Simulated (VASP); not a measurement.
Crystal: Na2Zr.

```
Na Zr
1.0
     0.00000    3.87480    3.87480
     3.87480    0.00000    3.87480
     3.87480    3.87480    0.00000
Na Zr
4 2
Direct
  0.62500 0.62500 0.62500
  0.12500 0.62500 0.62500
  0.62500 0.62500 0.12500
  0.62500 0.12500 0.62500
  0.00000 0.00000 0.00000
  0.25000 0.25000 0.25000
```

* Program: VASP 6.6.1
* Task: relaxation of cell and atoms
* Functional: PBE
* Potentials or basis: VASP PAW PBE potentials, release 64 (Na_pv, Zr_sv)
* Cutoff: 600 eV
* k mesh: 4 × 4 × 4
* Occupations: gaussian, width 0.1 eV
* Spin: no spin polarisation

At the start: pressure 14.5 GPa; volume 19.39 Å³/atom.

Question: Where does the relaxation end?

Answer: Over 4 steps the energy falls by 237.0 meV/atom and the volume is 26.01 Å³/atom (+34.1 %); space group Fd-3m (No. 227, to 0.1 Å) before and after.

The path:
| step | energy change (eV) | largest force (eV/Å) | pressure (GPa) | volume (Å³) |
| --- | --- | --- | --- | --- |
| 1 | 0.0000 | 0.0000 | 14.49 | 116.35 |
| 2 | -1.3869 | 0.0000 | 1.56 | 148.44 |
| 3 | -1.4189 | 0.0000 | -0.45 | 158.43 |
| 4 | -1.4222 | 0.0000 | 0.00 | 156.05 |

Final structure:
```
CELL_PARAMETERS angstrom
0.00000 4.27310 4.27310
4.27310 0.00000 4.27310
4.27310 4.27310 0.00000
ATOMIC_POSITIONS crystal
Na 0.62500 0.62500 0.62500
Na 0.12500 0.62500 0.62500
Na 0.62500 0.62500 0.12500
Na 0.62500 0.12500 0.62500
Zr 0.00000 0.00000 0.00000
Zr 0.25000 0.25000 0.25000
```

Caveat: the volume moved by over 15 % at a fixed basis, so the end points are rough.
